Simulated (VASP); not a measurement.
# KZnF3 (P4/mmm) in VASP: further runs

The runs below take KZnF3 through single point, with PBEsol.

Everything below comes from runs of VASP 6.6.1. Logs are shortened: lines on timing, memory, paths and dates and some standing lists are left out, and cuts for length are marked.

## (1) The cell of the first run

The structure is tetragonal, space group P4/mmm (No. 123). Conventional cell: a = 4.113 Å, b = 4.113 Å, c = 4.015 Å, α = 90.00°, β = 90.00°, γ = 90.00°. K (site symmetry 4/mmm) has 12 F at 2.87 to 2.91 Å and 8 Zn at 3.53 Å within 3.8 Å. Zn (site symmetry 4/mmm) has 6 F at 2.01 to 2.06 Å within 2.7 Å. F (site symmetry mmm) has 2 Zn at 2.06 Å within 2.7 Å. F (site symmetry 4/mmm) has 2 Zn at 2.01 Å within 2.7 Å.

## (2) Single point, PBEsol (biaxial strain in the a-b plane: +1.5 %)

File INCAR:

```
SYSTEM = KZnF3
ALGO     = Normal         ! electronic algorithm
EDIFF    = 1E-6           ! SCF threshold, eV
ENCUT    = 520            ! plane-wave cutoff, eV
GGA      = PS             ! functional
ISIF     = 2              ! what is computed and relaxed
ISMEAR   = 0              ! smearing method
LASPH    = .True.         ! aspherical terms in the spheres
LCHARG   = .False.        ! write CHGCAR
LREAL    = .False.        ! projectors in reciprocal space
LWAVE    = .False.        ! write WAVECAR
NBANDS   = 29             ! bands
NELM     = 60             ! most SCF steps
PREC     = Accurate       ! precision mode
SIGMA    = 0.02           ! smearing width, eV
```

File KPOINTS:

```
k-points
0
Gamma
  6 6 6
  0 0 0
```

File POSCAR:

```
KZnF3
1.0
    4.1127197111      0.0000000000      0.0000000000
    0.0000000000      4.1127197111      0.0000000000
    0.0000000000      0.0000000000      4.0154731366
K Zn F
1 1 3
Direct
    0.0000000000      0.0000000000      0.0000000000
    0.5000000000      0.5000000000      0.5000000000
    0.0000000000      0.5000000000      0.5000000000
    0.5000000000      0.0000000000      0.5000000000
    0.5000000000      0.5000000000      0.0000000000
```

Potentials or basis: VASP PAW PBE potentials, release 64 (K_sv, Zn, F).

Command:

```bash
$ cat potpaw_PBE.64/K_sv/POTCAR potpaw_PBE.64/Zn/POTCAR potpaw_PBE.64/F/POTCAR > POTCAR
$ mpirun -np 1 vasp_std > vasp.out
```

OUTCAR:

```text
SYSTEM = KZnF3
   EDIFF = 1E-6
   ENCUT = 520
   GGA = PS
   ISIF = 2
   ISMEAR = 0
   LASPH = .True.
   LREAL = .False.
   NELM = 60
   PREC = Accurate

 ion  position               nearest neighbor table
   1  0.000  0.000  0.000-
   2  0.500  0.500  0.500-   5 2.01   5 2.01   3 2.06   4 2.06   4 2.06   3 2.06
   3  0.000  0.500  0.500-   2 2.06   2 2.06
   4  0.500  0.000  0.500-   2 2.06   2 2.06
   5  0.500  0.500  0.000-   2 2.01   2 2.01

  LATTYP: Found a simple tetragonal cell.
 ALAT       =     4.1127197111
 C/A-ratio  =     0.9763546798

  Lattice vectors:

 A1 = (   4.1127197111,   0.0000000000,   0.0000000000)
 A2 = (   0.0000000000,   4.1127197111,   0.0000000000)
 A3 = (   0.0000000000,   0.0000000000,   4.0154731366)

Analysis of symmetry for initial positions (statically):
=====================================================================
 Subroutine PRICEL returns:
 Original cell was already a primitive cell.

 Routine SETGRP: Setting up the symmetry group for a
 simple tetragonal supercell.

 Subroutine GETGRP returns: Found 16 space group operations
 (whereof 16 operations were pure point group operations)
 out of a pool of 16 trial point group operations.

The static configuration has the point symmetry D_4h.

Analysis of symmetry for dynamics (positions and initial velocities):
=====================================================================
 Subroutine PRICEL returns:
 Original cell was already a primitive cell.

 Routine SETGRP: Setting up the symmetry group for a
 simple tetragonal supercell.

 Subroutine GETGRP returns: Found 16 space group operations
 (whereof 16 operations were pure point group operations)
 out of a pool of 16 trial point group operations.

The dynamic configuration has the point symmetry D_4h.

 Subroutine INISYM returns: Found 16 space group operations
 (whereof 16 operations are pure point group operations),
 and found     1 'primitive' translations

----------------------------------------------------------------------------------------

                                     Primitive cell

  volume of cell :      67.9196

  direct lattice vectors                    reciprocal lattice vectors
     4.112719711  0.000000000  0.000000000     0.243148104  0.000000000  0.000000000
     0.000000000  4.112719711  0.000000000     0.000000000  0.243148104  0.000000000
     0.000000000  0.000000000  4.015473137     0.000000000  0.000000000  0.249036655

  length of vectors
     4.112719711  4.112719711  4.015473137     0.243148104  0.243148104  0.249036655

  position of ions in fractional coordinates (direct lattice)
     0.000000000  0.000000000  0.000000000
     0.500000000  0.500000000  0.500000000
     0.000000000  0.500000000  0.500000000
     0.500000000  0.000000000  0.500000000
     0.500000000  0.500000000  0.000000000

  ion indices of the primitive-cell ions
   primitive index   ion index
                 1           1
                 2           2
                 3           3
                 4           4
                 5           5

----------------------------------------------------------------------------------------

 KPOINTS: k-points

Automatic generation of k-mesh.
 Grid dimensions read from file:
 generate k-points for:    6    6    6

 Generating k-lattice:

  Cartesian coordinates                     Fractional coordinates (reciprocal lattice)
     0.040524684  0.000000000  0.000000000     0.166666667  0.000000000  0.000000000
     0.000000000  0.040524684  0.000000000     0.000000000  0.166666667  0.000000000
     0.000000000  0.000000000  0.041506109     0.000000000  0.000000000  0.166666667

  Length of vectors
     0.040524684  0.040524684  0.041506109

  Shift w.r.t. Gamma in fractional coordinates (k-lattice)
     0.000000000  0.000000000  0.000000000

 Subroutine IBZKPT returns following result:
 ===========================================

 Found     40 irreducible k-points:

 Following reciprocal coordinates:
            Coordinates               Weight
  0.000000  0.000000  0.000000      1.000000
  0.166667  0.000000  0.000000      4.000000
  0.333333  0.000000  0.000000      4.000000
  0.500000  0.000000  0.000000      2.000000
  0.166667  0.166667  0.000000      4.000000
  0.333333  0.166667  0.000000      8.000000
[... 16 lines left out ...]
  0.333333  0.000000  0.333333      8.000000
  0.500000  0.000000  0.333333      4.000000
 [... further k-points ...]
   k-points           NKPTS =     40   k-points in BZ     NKDIM =     40   number of bands    NBANDS=     29
   number of dos      NEDOS =    301   number of ions     NIONS =      5
   total plane-waves  NPLWV =  30720
   dimension x,y,z NGX =    32 NGY =   32 NGZ =   30
   dimension x,y,z NGXF=    64 NGYF=   64 NGZF=   60
   ions per type =               1   1   3
   NGX,Y,Z   is equivalent  to a cutoff of  12.94, 12.94, 12.42 a.u.
   NGXF,Y,Z  is equivalent  to a cutoff of  25.87, 25.87, 24.84 a.u.
 SYSTEM =  KZnF3
   PREC   = accura    normal or accurate (medium, high low for compatibility)
   ISTART =      0    job   : 0-new  1-cont  2-samecut
   ICHARG =      2    charge: 1-file 2-atom 10-const
   ISPIN  =      1    spin polarized calculation?
   LNONCOLLINEAR =      F non collinear calculations
   LSORBIT =      F    spin-orbit coupling
   LASPH  =      T    aspherical Exc in radial PAW
   ENCUT  =  520.0 eV  38.22 Ry    6.18 a.u.   7.65  7.65  7.47*2*pi/ulx,y,z
   NELM   =     60;   NELMIN=  2; NELMDL= -5     # of ELM steps
   EDIFF  = 0.1E-05   stopping-criterion for ELM
   LREAL  =      F    real-space projection
   EDIFFG = 0.1E-04   stopping-criterion for IOM
   NSW    =      0    number of steps for IOM
   IBRION =     -1    ionic relax: 0-MD 1-quasi-New 2-CG
   NFREE  =      0    steps in history (QN), initial steepest desc. (CG)
   ISIF   =      2    stress and relaxation
   ISYM   =      2    0-nonsym 1-usesym 2-fastsym
   POTIM  = 0.5000    time-step for ionic-motion
   TEBEG  =    0.0;   TEEND  =   0.0 temperature during run
   PSTRESS=    0.0 pullay stress
   NELECT =      42.0000    total number of electrons
   NUPDOWN=      -1.0000    fix difference up-down
   EMIN   =  10.00;   EMAX   =-10.00  energy-range for DOS
   EFERMI =   0.00;   METHOD = LEGACY
   ISMEAR =     0;   SIGMA  =   0.02  broadening in eV -4-tet -1-fermi 0-gaus
   EFERMI_NEDOS =   21; number of points for ismear=-14 and -15
   IALGO  =     38    algorithm
   IMIX   =      4    mixing-type and parameters
     AMIX     =   0.40;   BMIX     =  1.00
     AMIX_MAG =   1.60;   BMIX_MAG =  1.00
  volume/ion in A,a.u.               =      13.58        91.67
  Fermi-wavevector in a.u.,A,eV,Ry     =   1.394739  2.635675 26.467371  1.945297
  Thomas-Fermi vector in A             =   2.518259
   LORBIT       =      0    0 simple, 1 ext, 2 COOP (PROOUT), +10 PAW based schemes
   GGA     = PS    functional components
   LHFCALC =     F    Hartree Fock is set to
   AEXX    =    0.0000 exact exchange contribution
   IVDW    =     0    specifies the selected vdW correction
   LEPSILON=     F    determine dielectric tensor
   LRPA    =     F    only Hartree local field effects (RPA)
 non-spin polarized calculation
 Gauss-broadening in eV      SIGMA  =   0.02
  energy-cutoff  :      520.00
  volume of cell :       67.92
 maximum number of plane-waves:      1847
 NGX is ok and might be reduce to    32
   NGX = 15   NGY = 15   NGZ = 15

 number of electron      42.0000004 magnetization

 Free energy of the ion-electron system (eV)
  ---------------------------------------------------
  ext. energy  EPLUGINS =         0.00000000
  ---------------------------------------------------
  free energy    TOTEN  =       -21.33271521 eV

  energy without entropy =      -21.33271521  energy(sigma->0) =      -21.33271521

 E-fermi :  -0.9426     XC(G=0): -10.0208

 val. band max:       -1.0391209055   @ k =   0.5000   0.5000   0.5000
 cond. band min:       2.4826751495   @ k =   0.0000   0.0000   0.0000
 fundamental gap:      3.5217960550
 Fermi energy:        -0.9426037129

 k-point     1 :       0.0000    0.0000    0.0000
  band No.  band energies     occupation
      1     -27.9254      2.00000
      2     -22.4515      2.00000
      3     -21.8538      2.00000
      4     -21.7517      2.00000
      5     -11.4862      2.00000
      6     -11.4862      2.00000
[... 21 lines left out ...]
     28       9.9767      0.00000
     29      12.5934      0.00000

 k-point     2 :       0.1667    0.0000    0.0000
  band No.  band energies     occupation
      1     -27.9206      2.00000
      2     -22.4265      2.00000
      3     -21.8557      2.00000
      4     -21.7709      2.00000
      5     -11.4841      2.00000
      6     -11.4760      2.00000
[... 21 lines left out ...]
     28      10.0492      0.00000
     29      12.4040      0.00000

 k-point     3 :       0.3333    0.0000    0.0000
  band No.  band energies     occupation
      1     -27.9109      2.00000
      2     -22.3706      2.00000
      3     -21.8711      2.00000
      4     -21.8044      2.00000
      5     -11.4797      2.00000
      6     -11.4554      2.00000
[... 21 lines left out ...]
     28      10.2073      0.00000
     29      12.0619      0.00000

 k-point     4 :       0.5000    0.0000    0.0000
  band No.  band energies     occupation
      1     -27.9060      2.00000
      2     -22.3386      2.00000
      3     -21.8892      2.00000
      4     -21.8145      2.00000
      5     -11.4775      2.00000
      6     -11.4450      2.00000
[... 21 lines left out ...]
     28      10.9227      0.00000
     29      11.3310      0.00000

 k-point     5 :       0.1667    0.1667    0.0000
  band No.  band energies     occupation
      1     -27.9161      2.00000
      2     -22.4000      2.00000
      3     -21.8572      2.00000
      4     -21.7906      2.00000
      5     -11.4973      2.00000
      6     -11.4628      2.00000
[... 21 lines left out ...]
     28      10.0938      0.00000
     29      12.0011      0.00000
[... 510 lines left out ...]
     28      10.1068      0.00000
     29      12.3942      0.00000

 k-point    22 :       0.1667    0.0000    0.3333
  band No.  band energies     occupation
      1     -27.9045      2.00000
      2     -22.2711      2.00000
      3     -21.9850      2.00000
      4     -21.7654      2.00000
      5     -11.5031      2.00000
      6     -11.4577      2.00000
[... 21 lines left out ...]
     28      10.1152      0.00000
     29      11.8466      0.00000

 k-point    23 :       0.3333    0.0000    0.3333
  band No.  band energies     occupation
      1     -27.8970      2.00000
      2     -22.2183      2.00000
      3     -21.9583      2.00000
      4     -21.8221      2.00000
      5     -11.5310      2.00000
      6     -11.4912      2.00000
[... 21 lines left out ...]
     28      10.1854      0.00000
     29      11.2844      0.00000

 k-point    24 :       0.5000    0.0000    0.3333
  band No.  band energies     occupation
      1     -27.8932      2.00000
      2     -22.1916      2.00000
      3     -21.8992      2.00000
      4     -21.8965      2.00000
      5     -11.5288      2.00000
      6     -11.5238      2.00000
[... 21 lines left out ...]
     28      10.7220      0.00000
     29      11.3467      0.00000

 [... further k-points ...]

------------------------ aborting loop because EDIFF is reached ----------------------------------------

  FORCE on cell =-STRESS in cart. coord.  units (eV):
  Direction    XX          YY          ZZ          XY          YZ          ZX
  --------------------------------------------------------------------------------------
  -------------------------------------------------------------------------------------
  Total       -0.7625223     -0.7625223      0.0757951      0.0000000      0.0000000      0.0000000
  in kB      -17.9873920    -17.9873920      1.7879562      0.0000000      0.0000000      0.0000000
  external PRESSURE =     -11.3956093 kB  Pullay stress =       0.0000000 kB

 VOLUME and BASIS-vectors are now :
 -----------------------------------------------------------------------------
  energy-cutoff  :      520.00
  volume of cell :       67.92
      direct lattice vectors                 reciprocal lattice vectors
     4.112719711  0.000000000  0.000000000     0.243148104  0.000000000  0.000000000
     0.000000000  4.112719711  0.000000000     0.000000000  0.243148104  0.000000000
     0.000000000  0.000000000  4.015473137     0.000000000  0.000000000  0.249036655

 POSITION                                       TOTAL-FORCE (eV/Angst)
 -----------------------------------------------------------------------------------
      0.00000      0.00000      0.00000         0.000000      0.000000      0.000000
      2.05636      2.05636      2.00774         0.000000      0.000000      0.000000
      0.00000      2.05636      2.00774         0.000000      0.000000      0.000000
      2.05636      0.00000      2.00774         0.000000      0.000000      0.000000
      2.05636      2.05636      0.00000         0.000000      0.000000      0.000000
 -----------------------------------------------------------------------------------
    total drift:                                0.000000     -0.000000     -0.000000

  FREE ENERGIE OF THE ION-ELECTRON SYSTEM (eV)
  ---------------------------------------------------
  free  energy   TOTEN  =       -21.3327152095 eV

  energy  without entropy=      -21.3327152095  energy(sigma->0) =      -21.33271521
```

Run time: 93 s. Hardware: 1 thread of Intel Xeon 8259CL, shared host; peak memory 0.23 GiB.

What came out:

```
Free energy            : -21.3327 eV
Pressure               : -1.1 GPa
Band gap on the k mesh : 3.52 eV (least direct gap 5.31 eV)
```

Levels at points of the mesh, in eV from the valence-band top:
```tsv
k point	band 17	band 18	band 19	band 20	band 21	band 22	band 23	band 24	band 25	band 26
(0.00, 0.00, 0.00)	-2.02	-1.94	-1.79	-1.79	-1.79	3.52	8.57	8.67	9.13	10.87
(0.50, 0.00, 0.00)	-2.00	-1.94	-1.67	-1.66	-1.65	6.22	8.04	9.52	10.85	11.09
(0.50, 0.50, 0.00)	-2.08	-1.74	-1.74	-1.44	-0.13	7.71	9.77	9.77	9.90	11.45
(0.00, 0.00, 0.50)	-1.93	-1.93	-1.70	-1.70	-1.65	6.38	8.15	9.67	10.93	10.93
(0.50, 0.00, 0.50)	-2.06	-1.77	-1.77	-1.45	-0.04	7.81	9.80	9.94	10.02	11.27
(0.50, 0.50, 0.50)	-1.43	-1.43	-1.41	-0.13	0.00	8.22	8.22	8.29	9.88	11.92
```

Caveat: the cell differs from its parent crystal (biaxial strain in the a-b plane: +1.5 %); the PAW data sets were made with another functional, which shifts forces and pressure a little. A k mesh can miss the band edges.

## (3) Single point, PBEsol

File INCAR:

```
ALGO     = Normal         # electronic algorithm
EDIFF    = 1E-6           # SCF threshold, eV
ENCUT    = 520            # plane-wave cutoff, eV
GGA      = PS             # functional
ISIF     = 2              # what is computed and relaxed
ISMEAR   = 0              # smearing method
LASPH    = T              # aspherical terms in the spheres
LCHARG   = T              # write CHGCAR
LELF     = T              # ELF
LREAL    = F              # projectors in reciprocal space
LVHAR    = T            
LWAVE    = F              # write WAVECAR
NBANDS   = 29             # bands
NELM     = 80             # most SCF steps
PREC     = Accurate       # precision mode
SIGMA    = 0.02           # smearing width, eV
```

File KPOINTS:

```
k-points
0
Gamma
  6 6 6
```

Changes to POSCAR since step 2:

```diff
@@ -4,3 +4,3 @@
     0.0000000000      4.1127197111      0.0000000000
-    0.0000000000      0.0000000000      4.0154731366
+    0.0000000000      0.0000000000      4.0081287010
 K Zn F
```

Potentials or basis: VASP PAW PBE potentials, release 64 (K_sv, Zn, F).

Command:

```bash
$ cat potpaw_PBE.64/K_sv/POTCAR potpaw_PBE.64/Zn/POTCAR potpaw_PBE.64/F/POTCAR > POTCAR
$ mpirun -np 1 vasp_std > vasp.out
```

It took 80 s on 1 thread of Intel Xeon 8259CL, shared host; peak memory 0.23 GiB.

It converged, with:

```
Free energy            : -21.3322 eV
Pressure               : -1.0 GPa
Band gap on the k mesh : 3.52 eV (least direct gap 5.32 eV)
```

Stress tensor (GPa, compression positive):
```
-1.72  0.00  0.00
 0.00 -1.72  0.00
 0.00  0.00  0.44
```

Levels at points of the mesh, in eV from the valence-band top:
```tsv
k point	band 17	band 18	band 19	band 20	band 21	band 22	band 23	band 24	band 25	band 26
(0.00, 0.00, 0.00)	-2.05	-1.95	-1.80	-1.80	-1.80	3.52	8.56	8.66	9.13	10.85
(0.50, 0.00, 0.00)	-2.02	-1.96	-1.68	-1.66	-1.66	6.22	8.03	9.50	10.83	11.09
(0.50, 0.50, 0.00)	-2.09	-1.75	-1.75	-1.45	-0.14	7.71	9.76	9.76	9.89	11.45
(0.00, 0.00, 0.50)	-1.95	-1.95	-1.71	-1.71	-1.65	6.39	8.15	9.67	10.92	10.92
(0.50, 0.00, 0.50)	-2.07	-1.79	-1.78	-1.47	-0.04	7.82	9.80	9.95	10.01	11.26
(0.50, 0.50, 0.50)	-1.45	-1.45	-1.43	-0.14	0.00	8.21	8.21	8.29	9.89	11.91
```

Caveat: the PAW data sets were made with another functional, which shifts forces and pressure a little. A k mesh can miss the band edges.
